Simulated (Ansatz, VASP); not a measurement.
**One calculation of Al36H, two programs**

INCAR

```
SYSTEM = Al36H
ALGO = Normal ; DIPOL = 0.5 0.5 0.378
EDIFF = 1E-7 ; ENCUT = 520
GGA = PE ; IDIPOL = 3
ISIF = 2 ; ISMEAR = 0
IVDW = 12 ; LASPH = .True.
LCHARG = .False. ; LDIPOL = .True.
LREAL = Auto ; LWAVE = .False.
NBANDS = 78 ; NELM = 100
PREC = Accurate ; SIGMA = 0.1
```

The input KPOINTS:

```
k-points
0
Gamma
  6 6 1
  0 0 0
```

POSCAR

```
Al36H
1.0
    5.6288445219      0.0000000000      0.0000000000
   -2.8144222609      4.8747223499      0.0000000000
    0.0000000000      0.0000000000     35.9073562080
Al H
36 1
Direct
    0.1666666667      0.3333333333      0.1113977865
    0.1666666667      0.8333333333      0.1113977865
    0.6666666667      0.3333333333      0.1113977865
    0.6666666667      0.8333333333      0.1113977865
    0.0000000000      0.0000000000      0.1757372983
    0.0000000000      0.5000000000      0.1757372983
    0.5000000000      0.0000000000      0.1757372983
    0.5000000000      0.5000000000      0.1757372983
    0.3333333333      0.1666666667      0.2400768102
    0.3333333333      0.6666666667      0.2400768102
    0.8333333333      0.1666666667      0.2400768102
    0.8333333333      0.6666666667      0.2400768102
    0.0000000000      0.0000000000      0.3044163221
    0.0000000000      0.5000000000      0.3044163221
    0.5000000000      0.0000000000      0.3044163221
    0.5000000000      0.5000000000      0.3044163221
    0.1666666667      0.3333333333      0.3682539347
    0.1666666667      0.8333333333      0.3682539347
    0.6666666667      0.3333333333      0.3682539347
    0.6666666667      0.8333333333      0.3682539347
    0.0000000000      0.0000000000      0.4320699059
    0.0000000000      0.5000000000      0.4320699059
    0.5000000000      0.0000000000      0.4320699059
    0.5000000000      0.5000000000      0.4320699059
    0.3333333333      0.1666666667      0.4967844642
    0.3333333333      0.6666666667      0.4967844642
    0.8333333333      0.1666666667      0.4967844642
    0.8333333333      0.6666666667      0.4967844642
    0.0000000000      0.0000000000      0.5611166564
    0.0000000000      0.5000000000      0.5611166564
    0.5000000000      0.0000000000      0.5611166564
    0.5000000000      0.5000000000      0.5611166564
    0.1666666667      0.3333333333      0.6268174153
    0.1666666667      0.8333333333      0.6268174153
    0.6666666667      0.3333333333      0.6268174153
    0.6666666667      0.8333333333      0.6268174153
    0.5000000000      0.5000000000      0.7131506998
```

Input for Ansatz:

```yaml
crystal:
  lattice:
    - [5.6288445219, 0.0, 0.0]
    - [-2.8144222609, 4.8747223499, 0.0]
    - [0.0, 0.0, 35.907356208]
  atoms:
    - { symbol: Al, position: [0.1666666667, 0.3333333333, 0.1113977865] }
    - { symbol: Al, position: [0.1666666667, 0.8333333333, 0.1113977865] }
    - { symbol: Al, position: [0.6666666667, 0.3333333333, 0.1113977865] }
    - { symbol: Al, position: [0.6666666667, 0.8333333333, 0.1113977865] }
    - { symbol: Al, position: [0.0, 0.0, 0.1757372983] }
    - { symbol: Al, position: [0.0, 0.5, 0.1757372983] }
    - { symbol: Al, position: [0.5, 0.0, 0.1757372983] }
    - { symbol: Al, position: [0.5, 0.5, 0.1757372983] }
    - { symbol: Al, position: [0.3333333333, 0.1666666667, 0.2400768102] }
    - { symbol: Al, position: [0.3333333333, 0.6666666667, 0.2400768102] }
    - { symbol: Al, position: [0.8333333333, 0.1666666667, 0.2400768102] }
    - { symbol: Al, position: [0.8333333333, 0.6666666667, 0.2400768102] }
    - { symbol: Al, position: [0.0, 0.0, 0.3044163221] }
    - { symbol: Al, position: [0.0, 0.5, 0.3044163221] }
    - { symbol: Al, position: [0.5, 0.0, 0.3044163221] }
    - { symbol: Al, position: [0.5, 0.5, 0.3044163221] }
    - { symbol: Al, position: [0.1666666667, 0.3333333333, 0.3682539347] }
    - { symbol: Al, position: [0.1666666667, 0.8333333333, 0.3682539347] }
    - { symbol: Al, position: [0.6666666667, 0.3333333333, 0.3682539347] }
    - { symbol: Al, position: [0.6666666667, 0.8333333333, 0.3682539347] }
    - { symbol: Al, position: [0.0, 0.0, 0.4320699059] }
    - { symbol: Al, position: [0.0, 0.5, 0.4320699059] }
    - { symbol: Al, position: [0.5, 0.0, 0.4320699059] }
    - { symbol: Al, position: [0.5, 0.5, 0.4320699059] }
    - { symbol: Al, position: [0.3333333333, 0.1666666667, 0.4967844642] }
    - { symbol: Al, position: [0.3333333333, 0.6666666667, 0.4967844642] }
    - { symbol: Al, position: [0.8333333333, 0.1666666667, 0.4967844642] }
    - { symbol: Al, position: [0.8333333333, 0.6666666667, 0.4967844642] }
    - { symbol: Al, position: [0.0, 0.0, 0.5611166564] }
    - { symbol: Al, position: [0.0, 0.5, 0.5611166564] }
    - { symbol: Al, position: [0.5, 0.0, 0.5611166564] }
    - { symbol: Al, position: [0.5, 0.5, 0.5611166564] }
    - { symbol: Al, position: [0.1666666667, 0.3333333333, 0.6268174153] }
    - { symbol: Al, position: [0.1666666667, 0.8333333333, 0.6268174153] }
    - { symbol: Al, position: [0.6666666667, 0.3333333333, 0.6268174153] }
    - { symbol: Al, position: [0.6666666667, 0.8333333333, 0.6268174153] }
    - { symbol: H, position: [0.5, 0.5, 0.7131506998] }
basis:
  ecutwfc: 420
kpoints:
  mp_grid: { grid: [6, 6, 1] }
hamiltonian:
  xc: pbe
  pseudopotentials: { kind: paw, azcp: { folder: soft_1 } }
  dispersion: d3bj
scf:
  occupations: { method: gaussian, width: 0.1 }
output:
  forces: true
  eigenvalues: true
efield:
  axis: 3
  dipole_correction: true
  ramp_width: 0.04
```

Alike in both runs: task single point; functional PBE; dispersion D3(BJ); k mesh 6 × 6 × 1; occupations gaussian, width 0.1 eV; no spin polarisation.

|  | VASP | Ansatz |
| --- | --- | --- |
| version | VASP 6.6.1 | Ansatz 0.2.0 |
| potentials or method | VASP PAW PBE potentials, release 64 (Al, H), cutoff 520 eV | scalar-relativistic, plane waves, PAW |
| valence electrons in the cell | 109 | 109 |

```tsv
	VASP	Ansatz	Ansatz less VASP
gap on the k mesh at the Fermi level (eV)	none	none	-
rms of the force components (eV/Å)	0.100	0.100	+0.0001
```

Atom by atom the forces differ by 0.001 eV/Å (rms over components). A gap of «none» marks a metal or a gap that the smearing closes.
